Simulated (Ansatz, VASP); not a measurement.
# Two plane-wave programs on Ti

```
Ti
1.0
     0.00000    2.15187    2.05586
     2.10376    0.00000    2.05586
     2.10376    2.15187    0.00000
Ti
1
Cartesian
  0.0000 0.0000 0.0000
```

Change from the starting cell: normal strain along x +0.0233, normal strain along y +0.0467.

Alike in both runs: task single point; functional PBE; k mesh 18 × 18 × 18; occupations gaussian, width 0.15 eV; no spin polarisation.

|  | VASP | Ansatz |
| --- | --- | --- |
| version | VASP 6.6.1 | Ansatz 0.2.0 |
| potentials or method | VASP PAW PBE potentials, release 64 (Ti_sv), cutoff 520 eV | scalar-relativistic, plane waves, PAW |
| valence electrons in the cell | 12 | 12 |

```csv
,VASP,Ansatz,Ansatz less VASP
gap on the k mesh at the Fermi level (eV),none,none,-
pressure (GPa),-6.6,-6.5,+0.15
"traceless stress, the component that is largest in VASP (GPa)",-0.76,-0.76,+0.001
```

A gap of «none» marks a metal or a gap that the smearing closes.
